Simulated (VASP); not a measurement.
Ag:

```
CELL_PARAMETERS angstrom
2.88620 0.00000 0.00000
-1.44310 2.49952 0.00000
0.00000 0.00000 10.00000
ATOMIC_POSITIONS crystal
Ag 0.00000 0.00000 0.50000
Ag 0.00000 0.00000 0.00000
Ag 0.66667 0.33333 0.75000
Ag 0.33333 0.66667 0.25000
```

This isn't the form of Ag at room conditions, which is fcc.

```yaml
Program: VASP 6.6.1
Task: relaxation of cell and atoms
Functional: PBEsol
Potentials_or_basis: VASP PAW PBE potentials, release 64 (Ag)
Cutoff: 600 eV
k_mesh: 11 × 11 × 3
Occupations: fermi-dirac, width 0.05 eV
Spin: no spin polarisation
```

At the start: pressure -7.3 GPa; volume 18.04 Å³/atom.

Q: How do energy, volume and symmetry change on relaxing?

A: Over 8 steps the energy falls by 41.0 meV/atom and the volume is 16.63 Å³/atom (-7.8 %); space group P6_3/mmc (No. 194, to 0.1 Å) before and after.

The path:
| step | energy change (eV) | largest force (eV/Å) | pressure (GPa) | volume (Å³) |
| --- | --- | --- | --- | --- |
| 1 | 0.0000 | 0.0000 | -7.31 | 72.14 |
| 2 | -0.1072 | 0.0000 | 5.78 | 63.88 |
| 3 | -0.1477 | 0.0000 | 0.34 | 66.49 |
| 4 | -0.1614 | 0.0000 | 0.22 | 66.46 |
| 5 | -0.1640 | 0.0000 | 0.18 | 66.42 |
| 6 | -0.1640 | 0.0000 | 0.19 | 66.42 |
| 7 | -0.1640 | 0.0000 | -0.11 | 66.62 |
| 8 | -0.1640 | 0.0000 | -0.01 | 66.52 |

Final structure:
```cif
data_structure
_symmetry_space_group_name_H-M 'P 1'
_symmetry_Int_Tables_number 1
_cell_length_a 2.8507
_cell_length_b 2.8507
_cell_length_c 9.4519
_cell_angle_alpha 90.000
_cell_angle_beta 90.000
_cell_angle_gamma 120.000
_cell_volume 66.52
loop_
_atom_site_label
_atom_site_type_symbol
_atom_site_fract_x
_atom_site_fract_y
_atom_site_fract_z
_atom_site_occupancy
Ag1 Ag 0.00000 0.00000 0.50000 1
Ag2 Ag 0.00000 0.00000 0.00000 1
Ag3 Ag 0.66667 0.33333 0.75000 1
Ag4 Ag 0.33333 0.66667 0.25000 1
```

Caveat: the PAW data sets were made with another functional, which shifts forces and pressure a little.
